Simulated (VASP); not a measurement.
# KRb2 (I4/mmm) in VASP: notebook

KRb2 is run at these levels: PBE; tasks: single point.

Everything below comes from runs of VASP 6.6.1. Logs are shortened: lines on timing, memory, paths and dates and some standing lists are left out, and cuts for length are marked.

### Step 1. The cell of the first run

Symmetry: I4/mmm, No. 139, tetragonal system. The conventional cell has a = 6.327 Å, b = 6.327 Å, c = 7.170 Å, α = 90.00°, β = 90.00°, γ = 90.00°. Within 4.8 Å of K (site symmetry 4/mmm) lie 8 Rb at 3.64 Å. Rb (site symmetry -4m2) has 6 Rb at 3.59 to 4.47 Å and 4 K at 3.64 Å within 4.7 Å.

The cell was generated, and may not be a known phase.

### Step 2. Single point, PBE

Input file INCAR:

```
SYSTEM = KRb2
PREC = Accurate
ENCUT = 520
EDIFF = 1E-6
ISMEAR = 0
SIGMA = 0.1
LREAL = .False.
LASPH = .True.
NELM = 100
ALGO = Normal
ISIF = 2
LWAVE = .False.
LCHARG = .True.
GGA = PE
LELF = .True.
LVHAR = .True.
NBANDS = 20
```

Input file KPOINTS:

```
regular mesh
0
Gamma
  4 4 4
  0 0 0
```

Input file POSCAR:

```
KRb2
1.0
   -3.1637493100      3.1637493100      3.5850101300
    3.1637493100     -3.1637493100      3.5850101300
    3.1637493100      3.1637493100     -3.5850101300
K Rb
1 2
Direct
    0.5000000000      0.5000000000      0.0000000000
    0.7500000000      0.2500000000      0.5000000000
    0.2500000000      0.7500000000      0.5000000000
```

Potentials or basis: VASP PAW PBE potentials, release 64 (K_sv, Rb_sv).

Command:

```sh
cat potpaw_PBE.64/K_sv/POTCAR potpaw_PBE.64/Rb_sv/POTCAR > POTCAR
mpirun -np 1 vasp_std > vasp.out
```

OUTCAR:

```text
SYSTEM = KRb2
   PREC = Accurate
   ENCUT = 520
   EDIFF = 1E-6
   ISMEAR = 0
   LREAL = .False.
   LASPH = .True.
   NELM = 100
   ISIF = 2
   GGA = PE

 ion  position               nearest neighbor table
   1  0.500  0.500  0.000-   3 3.64   2 3.64   2 3.64   3 3.64   2 3.64   3 3.64   3 3.64   2 3.64

   2  0.750  0.250  0.500-   3 3.59   3 3.59   1 3.64   1 3.64   1 3.64   1 3.64   3 4.47   3 4.47
                             3 4.47   3 4.47
   3  0.250  0.750  0.500-   2 3.59   2 3.59   1 3.64   1 3.64   1 3.64   1 3.64   2 4.47   2 4.47
                             2 4.47   2 4.47

  LATTYP: Found a body centered tetragonal cell.
 ALAT       =     6.3274986200
 C/A-ratio  =     1.1331524020

  Lattice vectors:

 A1 = (  -3.1637493100,   3.1637493100,   3.5850101300)
 A2 = (   3.1637493100,  -3.1637493100,   3.5850101300)
 A3 = (   3.1637493100,   3.1637493100,  -3.5850101300)

Analysis of symmetry for initial positions (statically):
=====================================================================
 Subroutine PRICEL returns:
 Original cell was already a primitive cell.

 Routine SETGRP: Setting up the symmetry group for a
 body centered tetragonal supercell.

 Subroutine GETGRP returns: Found 16 space group operations
 (whereof 16 operations were pure point group operations)
 out of a pool of 16 trial point group operations.

The static configuration has the point symmetry D_4h.

Analysis of symmetry for dynamics (positions and initial velocities):
=====================================================================
 Subroutine PRICEL returns:
 Original cell was already a primitive cell.

 Routine SETGRP: Setting up the symmetry group for a
 body centered tetragonal supercell.

 Subroutine GETGRP returns: Found 16 space group operations
 (whereof 16 operations were pure point group operations)
 out of a pool of 16 trial point group operations.

The dynamic configuration has the point symmetry D_4h.

 Subroutine INISYM returns: Found 16 space group operations
 (whereof 16 operations are pure point group operations),
 and found     1 'primitive' translations

----------------------------------------------------------------------------------------

                                     Primitive cell

  volume of cell :     143.5339

  direct lattice vectors                    reciprocal lattice vectors
    -3.163749310  3.163749310  3.585010130     0.000000000  0.158040335  0.139469620
     3.163749310 -3.163749310  3.585010130     0.158040335  0.000000000  0.139469620
     3.163749310  3.163749310 -3.585010130     0.158040335  0.158040335  0.000000000

  length of vectors
     5.733316407  5.733316407  5.733316407     0.210780745  0.210780745  0.223502785

  position of ions in fractional coordinates (direct lattice)
     0.500000000  0.500000000  0.000000000
     0.750000000  0.250000000  0.500000000
     0.250000000  0.750000000  0.500000000

  ion indices of the primitive-cell ions
   primitive index   ion index
                 1           1
                 2           2
                 3           3

----------------------------------------------------------------------------------------

 KPOINTS: regular mesh

Automatic generation of k-mesh.
 Grid dimensions read from file:
 generate k-points for:    4    4    4

 Generating k-lattice:

  Cartesian coordinates                     Fractional coordinates (reciprocal lattice)
     0.000000000  0.039510084  0.034867405     0.250000000 -0.000000000  0.000000000
     0.039510084  0.000000000  0.034867405    -0.000000000  0.250000000  0.000000000
     0.039510084  0.039510084  0.000000000     0.000000000  0.000000000  0.250000000

  Length of vectors
     0.052695186  0.052695186  0.055875696

  Shift w.r.t. Gamma in fractional coordinates (k-lattice)
     0.000000000  0.000000000  0.000000000

 Subroutine IBZKPT returns following result:
 ===========================================

 Found     13 irreducible k-points:

 Following reciprocal coordinates:
            Coordinates               Weight
  0.000000  0.000000  0.000000      1.000000
  0.250000  0.000000  0.000000      8.000000
  0.500000  0.000000  0.000000      4.000000
  0.250000  0.250000  0.000000      8.000000
  0.500000  0.250000  0.000000     16.000000
 -0.250000  0.250000  0.000000      4.000000
  0.500000  0.500000  0.000000      2.000000
  0.250000  0.250000  0.250000      2.000000
 -0.250000  0.250000  0.250000      4.000000
  0.500000  0.500000  0.250000      4.000000
 -0.250000  0.500000  0.250000      8.000000
 -0.250000 -0.250000  0.250000      2.000000
  0.500000  0.500000  0.500000      1.000000
   k-points           NKPTS =     13   k-points in BZ     NKDIM =     13   number of bands    NBANDS=     20
   number of dos      NEDOS =    301   number of ions     NIONS =      3
   total plane-waves  NPLWV = 110592
   dimension x,y,z NGX =    48 NGY =   48 NGZ =   48
   dimension x,y,z NGXF=    96 NGYF=   96 NGZF=   96
   ions per type =               1   2
   NGX,Y,Z   is equivalent  to a cutoff of  13.92, 13.92, 13.92 a.u.
   NGXF,Y,Z  is equivalent  to a cutoff of  27.84, 27.84, 27.84 a.u.
 SYSTEM =  KRb2
   PREC   = accura    normal or accurate (medium, high low for compatibility)
   ISTART =      0    job   : 0-new  1-cont  2-samecut
   ICHARG =      2    charge: 1-file 2-atom 10-const
   ISPIN  =      1    spin polarized calculation?
   LNONCOLLINEAR =      F non collinear calculations
   LSORBIT =      F    spin-orbit coupling
   LASPH  =      T    aspherical Exc in radial PAW
   ENCUT  =  520.0 eV  38.22 Ry    6.18 a.u.  10.66 10.66 10.66*2*pi/ulx,y,z
   NELM   =    100;   NELMIN=  2; NELMDL= -5     # of ELM steps
   EDIFF  = 0.1E-05   stopping-criterion for ELM
   LREAL  =      F    real-space projection
   EDIFFG = 0.1E-04   stopping-criterion for IOM
   NSW    =      0    number of steps for IOM
   IBRION =     -1    ionic relax: 0-MD 1-quasi-New 2-CG
   NFREE  =      0    steps in history (QN), initial steepest desc. (CG)
   ISIF   =      2    stress and relaxation
   ISYM   =      2    0-nonsym 1-usesym 2-fastsym
   POTIM  = 0.5000    time-step for ionic-motion
   TEBEG  =    0.0;   TEEND  =   0.0 temperature during run
   PSTRESS=    0.0 pullay stress
   NELECT =      27.0000    total number of electrons
   NUPDOWN=      -1.0000    fix difference up-down
   EMIN   =  10.00;   EMAX   =-10.00  energy-range for DOS
   EFERMI =   0.00;   METHOD = LEGACY
   ISMEAR =     0;   SIGMA  =   0.10  broadening in eV -4-tet -1-fermi 0-gaus
   EFERMI_NEDOS =   21; number of points for ismear=-14 and -15
   IALGO  =     38    algorithm
   IMIX   =      4    mixing-type and parameters
     AMIX     =   0.40;   BMIX     =  1.00
     AMIX_MAG =   1.60;   BMIX_MAG =  1.00
  volume/ion in A,a.u.               =      47.84       322.87
  Fermi-wavevector in a.u.,A,eV,Ry     =   0.938018  1.772597 11.971468  0.879878
  Thomas-Fermi vector in A             =   2.065188
   LORBIT       =      0    0 simple, 1 ext, 2 COOP (PROOUT), +10 PAW based schemes
   GGA     = PE    functional components
   LHFCALC =     F    Hartree Fock is set to
   AEXX    =    0.0000 exact exchange contribution
   IVDW    =     0    specifies the selected vdW correction
   LEPSILON=     F    determine dielectric tensor
   LRPA    =     F    only Hartree local field effects (RPA)
 non-spin polarized calculation
 Gauss-broadening in eV      SIGMA  =   0.10
  energy-cutoff  :      520.00
  volume of cell :      143.53
 maximum number of plane-waves:      3894
 NGX is ok and might be reduce to    48
   NGX = 21   NGY = 21   NGZ = 21

 number of electron      27.0000000 magnetization

 Free energy of the ion-electron system (eV)
  ---------------------------------------------------
  ext. energy  EPLUGINS =         0.00000000
  ---------------------------------------------------
  free energy    TOTEN  =        -0.90069801 eV

  energy without entropy =       -0.88147026  energy(sigma->0) =       -0.89108414

 E-fermi :   1.7642     XC(G=0):  -7.1266

 val. band max:        1.7190897759   @ k =   0.5000   0.2500   0.0000
 cond. band min:       1.7792890401   @ k =   0.2500   0.2500   0.2500
 fundamental gap:      0.0601992641
 Fermi energy:         1.7642136992

 k-point     1 :       0.0000    0.0000    0.0000
  band No.  band energies     occupation
      1     -31.0012      2.00000
      2     -27.4203      2.00000
      3     -27.3169      2.00000
      4     -14.5732      2.00000
      5     -14.5732      2.00000
      6     -14.4806      2.00000
[... 12 lines left out ...]
     19       4.6602      0.00000
     20       4.6606      0.00000

 k-point     2 :       0.2500    0.0000    0.0000
  band No.  band energies     occupation
      1     -31.0008      2.00000
      2     -27.4058      2.00000
      3     -27.3324      2.00000
      4     -14.5774      2.00000
      5     -14.5718      2.00000
      6     -14.4846      2.00000
[... 12 lines left out ...]
     19       4.1092      0.00000
     20       4.6732      0.00000

 k-point     3 :       0.5000    0.0000    0.0000
  band No.  band energies     occupation
      1     -31.0004      2.00000
      2     -27.3699      2.00000
      3     -27.3691      2.00000
      4     -14.5815      2.00000
      5     -14.5698      2.00000
      6     -14.4886      2.00000
[... 12 lines left out ...]
     19       4.3086      0.00000
     20       4.4284      0.00000

 k-point     4 :       0.2500    0.2500    0.0000
  band No.  band energies     occupation
      1     -31.0004      2.00000
      2     -27.3729      2.00000
      3     -27.3662      2.00000
      4     -14.5758      2.00000
      5     -14.5756      2.00000
      6     -14.4887      2.00000
[... 176 lines left out ...]
 k-point    12 :      -0.2500   -0.2500    0.2500
  band No.  band energies     occupation
      1     -31.0006      2.00000
      2     -27.3759      2.00000
      3     -27.3625      2.00000
      4     -14.5823      2.00000
      5     -14.5823      2.00000
      6     -14.4803      2.00000
[... 12 lines left out ...]
     19       3.9204      0.00000
     20       5.0647      0.00000

 k-point    13 :       0.5000    0.5000    0.5000
  band No.  band energies     occupation
      1     -31.0000      2.00000
      2     -27.4073      2.00000
      3     -27.3308      2.00000
      4     -14.5920      2.00000
      5     -14.5920      2.00000
      6     -14.4791      2.00000
[... 12 lines left out ...]
     19       4.5391      0.00000
     20       4.8775      0.00000

------------------------ aborting loop because EDIFF is reached ----------------------------------------

  FORCE on cell =-STRESS in cart. coord.  units (eV):
  Direction    XX          YY          ZZ          XY          YZ          ZX
  --------------------------------------------------------------------------------------
  -------------------------------------------------------------------------------------
  Total        4.5942330      4.5942330      5.4319913      0.0000000      0.0000000      0.0000000
  in kB       51.2824887     51.2824887     60.6338491      0.0000000      0.0000000      0.0000000
  external PRESSURE =      54.3996089 kB  Pullay stress =       0.0000000 kB

 VOLUME and BASIS-vectors are now :
 -----------------------------------------------------------------------------
  energy-cutoff  :      520.00
  volume of cell :      143.53
      direct lattice vectors                 reciprocal lattice vectors
    -3.163749310  3.163749310  3.585010130     0.000000000  0.158040335  0.139469620
     3.163749310 -3.163749310  3.585010130     0.158040335  0.000000000  0.139469620
     3.163749310  3.163749310 -3.585010130     0.158040335  0.158040335  0.000000000

 POSITION                                       TOTAL-FORCE (eV/Angst)
 -----------------------------------------------------------------------------------
      0.00000      0.00000      3.58501         0.000000      0.000000     -0.000000
      0.00000      3.16375      1.79251        -0.000000      0.000000      0.000000
      3.16375      0.00000      1.79251         0.000000     -0.000000     -0.000000
 -----------------------------------------------------------------------------------
    total drift:                                0.000000     -0.000000     -0.000000

  FREE ENERGIE OF THE ION-ELECTRON SYSTEM (eV)
  ---------------------------------------------------
  free  energy   TOTEN  =        -0.9006980118 eV

  energy  without entropy=       -0.8814702642  energy(sigma->0) =       -0.89108414
```

Run time: 80 s. Hardware: 1 thread of Oxide Virtual Turin-like, shared host; peak memory 0.28 GiB.

What came out:

```yaml
Free_energy: -0.9007 eV
Pressure: 5.4 GPa
Band_gap_on_the_k_mesh: zero (an odd number of electrons rules out a gap without spin polarisation)
```

Levels at points of the mesh, in eV from the Fermi level:
```
           k point  band 11  band 12  band 13  band 14  band 15  band 16
(0.00, 0.00, 0.00)   -13.21   -12.88    -2.77     0.56     1.03     1.03
(0.50, 0.00, 0.00)   -13.23   -13.22    -0.81    -0.64     1.03     1.73
(0.50, 0.50, 0.00)   -13.10   -12.87    -0.79    -0.33     0.04     0.94
(0.50, 0.50, 0.50)   -13.11   -12.86    -0.05     0.18     0.62     0.79
```

Caveat: the cell stands under pressure.

### Step 3. Single point, PBE

This run uses another cell than the first one, of 102.11 Å³/atom.

Input file INCAR:

```
SYSTEM = KRb2
  ALGO = Fast
  EDIFF = 1E-6
  ENCUT = 520
  GGA = PE
  ISIF = 2
  ISMEAR = 0
  LASPH = .TRUE.
  LCHARG = .FALSE.
  LREAL = .FALSE.
  LWAVE = .FALSE.
  NBANDS = 20
  NELM = 80
  PREC = Accurate
  SIGMA = 0.1
```

Input file KPOINTS:

```
k-points
0
G
  4 4 4
  0 0 0
```

Input file POSCAR:

```
KRb2
1.0
   -3.9706175154      3.9706175154      4.8574057790
    3.9706175154     -3.9706175154      4.8574057790
    3.9706175154      3.9706175154     -4.8574057790
K Rb
1 2
Direct
    0.5000000000      0.5000000000      0.0000000000
    0.7500000000      0.2500000000      0.5000000000
    0.2500000000      0.7500000000      0.5000000000
```

Potentials or basis: VASP PAW PBE potentials, release 64 (K_sv, Rb_sv).

Command:

```sh
cat potpaw_PBE.64/K_sv/POTCAR potpaw_PBE.64/Rb_sv/POTCAR > POTCAR
mpirun -np 1 vasp_std > vasp.out
```

Wall time 4 min (1 thread of Oxide Virtual Turin-like, shared host); peak memory 0.42 GiB.

Results (log left out):

```yaml
Free_energy: -2.5900 eV
Pressure: 0.0 GPa
Band_gap_on_the_k_mesh: zero (an odd number of electrons rules out a gap without spin polarisation)
```

Stress tensor (GPa, compression positive):
```
-0.03  0.00  0.00
 0.00 -0.03  0.00
 0.00  0.00  0.06
```

Levels at points of the mesh, in eV from the Fermi level:
| k point | band 11 | band 12 | band 13 | band 14 | band 15 | band 16 | band 17 | band 18 |
| --- | --- | --- | --- | --- | --- | --- | --- | --- |
| (0.00, 0.00, 0.00) | -13.08 | -13.05 | -1.79 | 1.41 | 1.41 | 1.60 | 1.70 | 1.97 |
| (0.50, 0.00, 0.00) | -13.08 | -13.08 | -0.83 | -0.48 | 1.32 | 1.42 | 1.56 | 1.65 |
| (0.50, 0.50, 0.00) | -13.07 | -13.05 | -0.60 | -0.37 | 0.82 | 0.90 | 1.24 | 1.32 |
| (0.50, 0.50, 0.50) | -13.07 | -13.05 | -0.13 | -0.09 | 0.48 | 0.74 | 0.88 | 0.88 |

The gap in the log of VASP goes by the Fermi energy; the results here count the filled bands.